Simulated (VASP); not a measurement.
# Mo (Im-3m) in VASP: settings compared

Aim: see how the results for Mo move with the level of theory and the settings. Levels: revPBE+D3(BJ), PBE+D3(BJ). Tasks: single point, relaxation of cell and atoms.

All numbers are computed with VASP 6.6.1; they aren't measurements. Logs are shortened: lines on timing, memory, paths and dates and some standing lists are left out, and cuts for length are marked.

### Step 1. The cell of the first run

It takes space group Im-3m (No. 229, cubic). The conventional cell has a = 3.114 Å, b = 3.114 Å, c = 3.114 Å, α = 90.00°, β = 90.00°, γ = 90.00°. Within 3.6 Å of Mo (site symmetry m-3m) lie 14 Mo at 2.70 to 3.11 Å.

### Step 2. Single point, revPBE+D3(BJ)

Contents of INCAR:

```
SYSTEM = Mo
PREC     = Accurate       ! precision mode
ENCUT    = 500            ! plane-wave cutoff, eV
EDIFF    = 1E-6           ! SCF threshold, eV
ISMEAR   = 0              ! smearing method
SIGMA    = 0.15           ! smearing width, eV
LREAL    = .False.        ! projectors in reciprocal space
LASPH    = .True.         ! aspherical terms in the spheres
NELM     = 120            ! most SCF steps
ALGO     = Normal         ! electronic algorithm
ISIF     = 2              ! what is computed and relaxed
LWAVE    = .False.        ! write WAVECAR
LCHARG   = .False.        ! write CHGCAR
GGA      = RE             ! functional
IVDW     = 12             ! dispersion correction
NBANDS   = 13             ! bands
GGA_COMPAT= .False.
```

Contents of KPOINTS:

```
Automatic mesh
0
Gamma
  17 17 17
  0 0 0
```

Contents of POSCAR:

```
Mo
1.0
   -1.5569777582      1.5569777582      1.5569777582
    1.5569777582     -1.5569777582      1.5569777582
    1.5569777582      1.5569777582     -1.5569777582
Mo
1
Direct
    0.0000000000      0.0000000000      0.0000000000
```

Potentials or basis: VASP PAW PBE potentials, release 64 (Mo_sv).

Started as:

```bash
> cat potpaw_PBE.64/Mo_sv/POTCAR > POTCAR
> mpirun -np 1 vasp_std > vasp.out
```

OUTCAR:

```text
SYSTEM = Mo
   PREC = Accurate
   ENCUT = 500
   EDIFF = 1E-6
   ISMEAR = 0
   LREAL = .False.
   LASPH = .True.
   NELM = 120
   ISIF = 2
   GGA = RE
   IVDW = 12
 IVDW          = 12

 ion  position               nearest neighbor table
   1  0.000  0.000  0.000-

  LATTYP: Found a body centered cubic cell.
 ALAT       =     3.1139555164

  Lattice vectors:

 A1 = (  -1.5569777582,   1.5569777582,   1.5569777582)
 A2 = (   1.5569777582,  -1.5569777582,   1.5569777582)
 A3 = (   1.5569777582,   1.5569777582,  -1.5569777582)

Analysis of symmetry for initial positions (statically):
=====================================================================
 Subroutine PRICEL returns:
 Original cell was already a primitive cell.

 Routine SETGRP: Setting up the symmetry group for a
 body centered cubic supercell.

 Subroutine GETGRP returns: Found 48 space group operations
 (whereof 48 operations were pure point group operations)
 out of a pool of 48 trial point group operations.

The static configuration has the point symmetry O_h .

Analysis of symmetry for dynamics (positions and initial velocities):
=====================================================================
 Subroutine PRICEL returns:
 Original cell was already a primitive cell.

 Routine SETGRP: Setting up the symmetry group for a
 body centered cubic supercell.

 Subroutine GETGRP returns: Found 48 space group operations
 (whereof 48 operations were pure point group operations)
 out of a pool of 48 trial point group operations.

The dynamic configuration has the point symmetry O_h .

 Subroutine INISYM returns: Found 48 space group operations
 (whereof 48 operations are pure point group operations),
 and found     1 'primitive' translations

----------------------------------------------------------------------------------------

                                     Primitive cell

  volume of cell :      15.0976

  direct lattice vectors                    reciprocal lattice vectors
    -1.556977758  1.556977758  1.556977758     0.000000000  0.321134966  0.321134966
     1.556977758 -1.556977758  1.556977758     0.321134966  0.000000000  0.321134966
     1.556977758  1.556977758 -1.556977758     0.321134966  0.321134966  0.000000000

  length of vectors
     2.696764583  2.696764583  2.696764583     0.454153425  0.454153425  0.454153425

  position of ions in fractional coordinates (direct lattice)
     0.000000000  0.000000000  0.000000000

  ion indices of the primitive-cell ions
   primitive index   ion index
                 1           1

----------------------------------------------------------------------------------------

 KPOINTS: Automatic mesh

Automatic generation of k-mesh.
 Grid dimensions read from file:
 generate k-points for:   17   17   17

 Generating k-lattice:

  Cartesian coordinates                     Fractional coordinates (reciprocal lattice)
     0.000000000  0.018890292  0.018890292     0.058823529  0.000000000  0.000000000
     0.018890292  0.000000000  0.018890292     0.000000000  0.058823529  0.000000000
     0.018890292  0.018890292  0.000000000     0.000000000  0.000000000  0.058823529

  Length of vectors
     0.026714907  0.026714907  0.026714907

  Shift w.r.t. Gamma in fractional coordinates (k-lattice)
     0.000000000  0.000000000  0.000000000

 Subroutine IBZKPT returns following result:
 ===========================================

 Found    165 irreducible k-points:

 Following reciprocal coordinates:
            Coordinates               Weight
  0.000000  0.000000  0.000000      1.000000
  0.058824  0.000000  0.000000     12.000000
  0.117647  0.000000  0.000000     12.000000
  0.176471  0.000000  0.000000     12.000000
  0.235294  0.000000  0.000000     12.000000
  0.294118  0.000000  0.000000     12.000000
[... 16 lines left out ...]
  0.411765  0.117647  0.000000     48.000000
  0.176471  0.176471  0.000000     24.000000
 [... further k-points ...]
   k-points           NKPTS =    165   k-points in BZ     NKDIM =    165   number of bands    NBANDS=     13
   number of dos      NEDOS =    301   number of ions     NIONS =      1
   total plane-waves  NPLWV =   8000
   dimension x,y,z NGX =    20 NGY =   20 NGZ =   20
   dimension x,y,z NGXF=    40 NGYF=   40 NGZF=   40
   ions per type =               1
   NGX,Y,Z   is equivalent  to a cutoff of  12.33, 12.33, 12.33 a.u.
   NGXF,Y,Z  is equivalent  to a cutoff of  24.66, 24.66, 24.66 a.u.
 SYSTEM =  Mo
   PREC   = accura    normal or accurate (medium, high low for compatibility)
   ISTART =      0    job   : 0-new  1-cont  2-samecut
   ICHARG =      2    charge: 1-file 2-atom 10-const
   ISPIN  =      1    spin polarized calculation?
   LNONCOLLINEAR =      F non collinear calculations
   LSORBIT =      F    spin-orbit coupling
   LASPH  =      T    aspherical Exc in radial PAW
   ENCUT  =  500.0 eV  36.75 Ry    6.06 a.u.   4.92  4.92  4.92*2*pi/ulx,y,z
   NELM   =    120;   NELMIN=  2; NELMDL= -5     # of ELM steps
   EDIFF  = 0.1E-05   stopping-criterion for ELM
   LREAL  =      F    real-space projection
   EDIFFG = 0.1E-04   stopping-criterion for IOM
   NSW    =      0    number of steps for IOM
   IBRION =     -1    ionic relax: 0-MD 1-quasi-New 2-CG
   NFREE  =      0    steps in history (QN), initial steepest desc. (CG)
   ISIF   =      2    stress and relaxation
   ISYM   =      2    0-nonsym 1-usesym 2-fastsym
   POTIM  = 0.5000    time-step for ionic-motion
   TEBEG  =    0.0;   TEEND  =   0.0 temperature during run
   PSTRESS=    0.0 pullay stress
   NELECT =      14.0000    total number of electrons
   NUPDOWN=      -1.0000    fix difference up-down
   EMIN   =  10.00;   EMAX   =-10.00  energy-range for DOS
   EFERMI =   0.00;   METHOD = LEGACY
   ISMEAR =     0;   SIGMA  =   0.15  broadening in eV -4-tet -1-fermi 0-gaus
   EFERMI_NEDOS =   21; number of points for ismear=-14 and -15
   IALGO  =     38    algorithm
   IMIX   =      4    mixing-type and parameters
     AMIX     =   0.40;   BMIX     =  1.00
     AMIX_MAG =   1.60;   BMIX_MAG =  1.00
  volume/ion in A,a.u.               =      15.10       101.88
  Fermi-wavevector in a.u.,A,eV,Ry     =   1.596425  3.016805 34.675425  2.548572
  Thomas-Fermi vector in A             =   2.694189
   LORBIT       =      0    0 simple, 1 ext, 2 COOP (PROOUT), +10 PAW based schemes
   GGA     = RE    functional components
   LHFCALC =     F    Hartree Fock is set to
   AEXX    =    0.0000 exact exchange contribution
   IVDW    =    12    specifies the selected vdW correction
   LEPSILON=     F    determine dielectric tensor
   LRPA    =     F    only Hartree local field effects (RPA)
 non-spin polarized calculation
 Gauss-broadening in eV      SIGMA  =   0.15
  energy-cutoff  :      500.00
  volume of cell :       15.10
 maximum number of plane-waves:       398
   NGX =  9   NGY =  9   NGZ =  9

 number of electron      13.9999997 magnetization

 Free energy of the ion-electron system (eV)
  ---------------------------------------------------
  ext. energy  EPLUGINS =         0.00000000
  ---------------------------------------------------
  free energy    TOTEN  =       -10.44551832 eV

  energy without entropy =      -10.44011775  energy(sigma->0) =      -10.44281804

 E-fermi :  13.2667     XC(G=0): -13.5428

 val. band max:       13.1978394979   @ k =  -0.2941   0.2941   0.2941
 cond. band min:      13.2748402988   @ k =  -0.3529   0.3529   0.2353
 fundamental gap:      0.0770008010
 Fermi energy:        13.2667427983

 k-point     1 :       0.0000    0.0000    0.0000
  band No.  band energies     occupation
      1     -48.0925      2.00000
      2     -21.2739      2.00000
      3     -21.2739      2.00000
      4     -21.2739      2.00000
      5       5.8777      2.00000
      6      11.7754      2.00000
      7      11.7754      2.00000
      8      11.7754      2.00000
      9      14.9370      0.00000
     10      14.9370      0.00000
     11      28.0893      0.00000
     12      28.0893      0.00000
     13      28.0893      0.00000

 k-point     2 :       0.0588    0.0000    0.0000
  band No.  band energies     occupation
      1     -48.0825      2.00000
      2     -21.3306      2.00000
      3     -21.2912      2.00000
      4     -21.2744      2.00000
      5       6.0374      2.00000
      6      11.6837      2.00000
      7      11.7604      2.00000
      8      11.9260      2.00000
      9      14.7987      0.00000
     10      14.9387      0.00000
     11      28.2129      0.00000
     12      28.3590      0.00000
     13      28.4201      0.00000

 k-point     3 :       0.1176    0.0000    0.0000
  band No.  band energies     occupation
      1     -48.0537      2.00000
      2     -21.4912      2.00000
      3     -21.3406      2.00000
      4     -21.2757      2.00000
      5       6.4884      2.00000
      6      11.4315      2.00000
      7      11.6935      2.00000
      8      12.3706      2.00000
      9      14.5081      0.00000
     10      14.9512      0.00000
     11      28.5029      0.00000
     12      29.1420      0.00000
     13      29.2298      0.00000
[... 305 lines left out ...]
 k-point    23 :       0.4118    0.1176    0.0000
  band No.  band energies     occupation
      1     -47.7809      2.00000
      2     -22.7561      2.00000
      3     -21.8333      2.00000
      4     -21.3630      2.00000
      5       8.1129      2.00000
      6       9.7893      2.00000
      7      13.3623      0.36758
      8      14.8399      0.00000
      9      16.1695      0.00000
     10      19.2268      0.00000
     11      25.0942      0.00000
     12      26.0616      0.00000
     13      30.3881      0.00000

 k-point    24 :       0.1765    0.1765    0.0000
  band No.  band energies     occupation
      1     -47.8881      2.00000
      2     -22.2755      2.00000
      3     -21.6069      2.00000
      4     -21.3788      2.00000
      5       8.6669      2.00000
      6      10.5018      2.00000
      7      10.8823      2.00000
      8      14.0495      0.00000
      9      15.5275      0.00000
     10      16.0439      0.00000
     11      28.2797      0.00000
     12      29.3145      0.00000
     13      32.0366      0.00000

 [... further k-points ...]

------------------------ aborting loop because EDIFF is reached ----------------------------------------

 Edisp (eV)   -1.38243

 E8    (eV) :    -1.0011

  FORCE on cell =-STRESS in cart. coord.  units (eV):
  Direction    XX          YY          ZZ          XY          YZ          ZX
  --------------------------------------------------------------------------------------
  -------------------------------------------------------------------------------------
  Total       0.06561     0.06561     0.06561     0.00000     0.00000     0.00000
  in kB       6.96298     6.96298     6.96298     0.00000     0.00000     0.00000
  external pressure =        6.96 kB  Pullay stress =        0.00 kB

 VOLUME and BASIS-vectors are now :
 -----------------------------------------------------------------------------
  energy-cutoff  :      500.00
  volume of cell :       15.10
      direct lattice vectors                 reciprocal lattice vectors
    -1.556977758  1.556977758  1.556977758     0.000000000  0.321134966  0.321134966
     1.556977758 -1.556977758  1.556977758     0.321134966  0.000000000  0.321134966
     1.556977758  1.556977758 -1.556977758     0.321134966  0.321134966  0.000000000

 POSITION                                       TOTAL-FORCE (eV/Angst)
 -----------------------------------------------------------------------------------
      0.00000      0.00000      0.00000         0.000000      0.000000     -0.000000
 -----------------------------------------------------------------------------------
    total drift:                                0.000000     -0.000000     -0.000000

  FREE ENERGIE OF THE ION-ELECTRON SYSTEM (eV)
  ---------------------------------------------------
  free  energy   TOTEN  =       -11.8279457657 eV

  energy  without entropy=      -11.8225452014  energy(sigma->0) =      -11.82524548
```

Wall time 44 s (1 thread of AMD EPYC 7R13, shared host); peak memory 0.12 GiB.

What came out:

```
Free energy                : -11.8279 eV
Pressure                   : 0.7 GPa
Band gap on the k mesh     : zero (band 7 reaches 17.14 eV, above the bottom of band 8 at 11.78 eV)
Dispersion energy per atom : -1.382 eV
```

Caveat: the PAW data sets were made with another functional, which shifts forces and pressure a little; pairwise dispersion overbinds metals, which lowers pressure and volume.

### Step 3. Single point, PBE+D3(BJ)

This run uses another cell than the first one, of 15.35 Å³/atom, 1.017 times its volume.

Contents of INCAR:

```
ALGO = Normal ; EDIFF = 1E-6
ENCUT = 500 ; GGA = PE
GGA_COMPAT = False ; ISIF = 2
ISMEAR = 0 ; IVDW = 12
LASPH = True ; LCHARG = False
LREAL = False ; LWAVE = False
NBANDS = 13 ; NELM = 120
PREC = Accurate ; SIGMA = 0.15
```

Contents of KPOINTS:

```
k-points
0
Gamma
  17 17 17
```

Contents of POSCAR:

```
Mo
1.0
   -1.5655130228      1.5655130228      1.5655130228
    1.5655130228     -1.5655130228      1.5655130228
    1.5655130228      1.5655130228     -1.5655130228
Mo
1
Direct
    0.0000000000      0.0000000000      0.0000000000
```

Potentials or basis: VASP PAW PBE potentials, release 64 (Mo_sv).

Started as:

```bash
> cat potpaw_PBE.64/Mo_sv/POTCAR > POTCAR
> mpirun -np 1 vasp_std > vasp.out
```

Wall time 38 s (1 thread of AMD EPYC 7R13, shared host); peak memory 0.12 GiB.

Results (log left out):

```yaml
Free_energy: -11.6553 eV
Pressure: 0.6 GPa
Band_gap_on_the_k_mesh: zero (band 7 reaches 16.73 eV, above the bottom of band 8 at 11.49 eV)
Dispersion_energy_per_atom: -0.728 eV
```

Levels at points of the mesh, in eV from the Fermi level:
| k point | band 4 | band 5 | band 6 | band 7 | band 8 | band 9 | band 10 | band 11 |
| --- | --- | --- | --- | --- | --- | --- | --- | --- |
| (0.00, 0.00, 0.00) | -34.56 | -7.34 | -1.45 | -1.45 | -1.45 | 1.65 | 1.65 | 14.81 |

Caveat: pairwise dispersion overbinds metals, which lowers pressure and volume.

### Step 4. Relaxation of cell and atoms, PBE+D3(BJ)

This run uses another cell than the first one, of 15.58 Å³/atom, 1.032 times its volume.

Contents of INCAR:

```
SYSTEM = Mo
PREC = Accurate
ENCUT = 500
EDIFF = 1E-7
ISMEAR = 0
SIGMA = 0.15
LREAL = .FALSE.
LASPH = .TRUE.
NELM = 120
ALGO = Normal
ISIF = 3
LWAVE = .FALSE.
LCHARG = .FALSE.
GGA = PE
IVDW = 12
IBRION = 2
NSW = 80
EDIFFG = -0.01
GGA_COMPAT = .FALSE.
NELMIN = 4
```

Contents of KPOINTS:

```
Automatic mesh
0
G
  17 17 17
  0 0 0
```

Contents of POSCAR:

```
Mo
1.0
   -1.5734150000      1.5734150000      1.5734150000
    1.5734150000     -1.5734150000      1.5734150000
    1.5734150000      1.5734150000     -1.5734150000
Mo
1
Direct
    0.0000000000      0.0000000000      0.0000000000
```

Started as:

```bash
> cat potpaw_PBE.64/Mo_sv/POTCAR > POTCAR
> mpirun -np 1 vasp_std > vasp.out
```

Run time: 74 s. Hardware: 1 thread of AMD EPYC 7R13, shared host; peak memory 0.13 GiB.

Results (log left out):

```yaml
Free_energy: -11.6555 eV
Relaxed_volume: 15.38 Å³/atom
Relaxed_cell: a = 2.714 Å, b = 2.714 Å, c = 2.714 Å, α = 109.47°, β = 109.47°, γ = 109.47°
Space_group_after_relaxing_to_0.05_Å: Im-3m (No. 229)
Energy_gained_by_relaxing: 2.2 meV/atom
Ionic_steps: 3
Pressure_after_relaxing: 0.0 GPa
Band_gap_on_the_k_mesh: zero (band 7 reaches 16.68 eV, above the bottom of band 8 at 11.45 eV)
Dispersion_energy_per_atom: -0.726 eV
```

The path:
| step | energy change (eV) | largest force (eV/Å) | pressure (GPa) | volume (Å³) |
| --- | --- | --- | --- | --- |
| 1 | 0.0000 | 0.0000 | -3.47 | 15.58 |
| 2 | 0.0158 | 0.0000 | 10.84 | 14.83 |
| 3 | -0.0022 | 0.0000 | -0.04 | 15.38 |

Final structure:
```xyz
1
Lattice="-1.5667 1.5667 1.5667 1.5667 -1.5667 1.5667 1.5667 1.5667 -1.5667" Properties=species:S:1:pos:R:3 pbc="T T T"
Mo    0.0000    0.0000    0.0000
```

Levels at points of the mesh, in eV from the Fermi level:
```
           k point  band 3  band 4  band 5  band 6  band 7  band 8  band 9  band 10  band 11
(0.00, 0.00, 0.00)  -34.56  -34.56   -7.33   -1.44   -1.44   -1.44    1.64     1.64    14.81
```

Caveat: pairwise dispersion overbinds metals, which lowers pressure and volume.

(Part 1 of 2 ends here.)
